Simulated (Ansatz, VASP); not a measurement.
**K in VASP and in Ansatz**

Contents of INCAR:

```
SYSTEM = K
PREC = Accurate
ENCUT = 520
EDIFF = 1E-6
ISMEAR = 0
SIGMA = 0.15
LREAL = .FALSE.
LASPH = .TRUE.
NELM = 60
ALGO = Fast
ISIF = 2
LWAVE = .FALSE.
LCHARG = .FALSE.
GGA = PE
NBANDS = 10
```

File KPOINTS:

```
regular mesh
0
G
  12 12 12
  0 0 0
```

File POSCAR:

```
K
1.0
    4.4319237213      0.0000000000      0.0000000000
    0.0000000000      4.4319237213      0.0000000000
    0.0000000000      0.0000000000      4.0773698236
K
1
Direct
    0.0000000000      0.0000000000      0.0000000000
```

Input for Ansatz:

```yaml
crystal:
  lattice:
    - [4.4319237213, 0.0, 0.0]
    - [0.0, 4.4319237213, 0.0]
    - [0.0, 0.0, 4.0773698236]
  atoms:
    - { symbol: K, position: [0.0, 0.0, 0.0] }
basis:
  ecutwfc: 420
kpoints:
  mp_grid: { grid: [12, 12, 12] }
hamiltonian:
  xc: pbe
scf:
  occupations: { method: gaussian, width: 0.15 }
output:
  forces: true
  stress: true
  eigenvalues: true
```

Alike in both runs: task single point; functional PBE; k mesh 12 × 12 × 12; occupations gaussian, width 0.15 eV; no spin polarisation.

```csv
,VASP,Ansatz
version,VASP 6.6.1,Ansatz 0.2.0
potentials or method,"VASP PAW PBE potentials, release 64 (K_sv), cutoff 520 eV","scalar-relativistic, plane waves, PAW"
valence electrons in the cell,9,9
```

```csv
,VASP,Ansatz,Ansatz less VASP
gap on the k mesh at the Fermi level (eV),none,none,-
pressure (GPa),0.0,0.0,+0.01
"traceless stress, the component that is largest in VASP (GPa)",0.53,0.53,-0.001
```

A gap of «none» marks a metal or a gap that the smearing closes.
